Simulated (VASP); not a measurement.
Wanted: the native input for a VASP 6.6.1 run.

```
Task                   : single point
Functional             : PBE
Potentials or basis    : VASP PAW PBE potentials, release 64 (Ca_sv, F)
Cutoff                 : 600 eV
k mesh                 : 8 × 8 × 8
Occupations            : gaussian, width 0.05 eV
Spin                   : non-collinear spin, zero start, spin-orbit coupling
Starting moments       : [[0.0, 0.0, 0.0], [0.0, 0.0, 0.0], [0.0, 0.0, 0.0]] μB
Dipole correction      : no
Further INCAR settings : ALGO = Normal; EDIFF = 1e-06; NBANDS = 37
```

The structure of CaF2 lies in POSCAR:

```
CaF2
1.0
    0.0000000000      2.7830301463      2.7830301463
    2.7554753924      0.0275547539      2.7554753924
    2.7554753924      2.7554753924      0.0275547539
Ca F
1 2
Direct
    0.0000000000      0.0000000000      0.0000000000
    0.2500000000      0.2500000000      0.2500000000
    0.7500000000      0.7500000000      0.7500000000
```

These files were run (other wordings do the same):

INCAR

```
SYSTEM = CaF2
PREC = Accurate
ENCUT = 600
EDIFF = 1E-6
ISMEAR = 0
SIGMA = 0.05
LREAL = .FALSE.
LASPH = .TRUE.
NELM = 200
ALGO = Normal
ISIF = 2
LWAVE = .FALSE.
LCHARG = .FALSE.
LNONCOLLINEAR = .TRUE.
MAGMOM = 0 0 0 0 0 0 0 0 0
LORBIT = 11
LSORBIT = .TRUE.
GGA_COMPAT = .FALSE.
LORBMOM = .TRUE.
GGA = PE
NBANDS = 37
```

KPOINTS

```
regular mesh
0
G
  8 8 8
  0 0 0
```

Potentials or basis: VASP PAW PBE potentials, release 64 (Ca_sv, F).

The run is started by

```bash
$ cat potpaw_PBE.64/Ca_sv/POTCAR potpaw_PBE.64/F/POTCAR > POTCAR
$ mpirun -np 1 vasp_ncl > vasp.out
```

It gave:

```
Pressure                                              : 0.2 GPa
Largest force                                         : 0.043 eV/Å
Net moment                                            : 0.00 μB per cell
Valence electrons inside the program's atomic spheres : Ca 8.09; F 6.12
```

It took 5.5 min on 1 thread of Intel(R) Xeon(R) Platinum 8488C (Sapphire Rapids), on a shared host, peak memory 0.46 GiB.
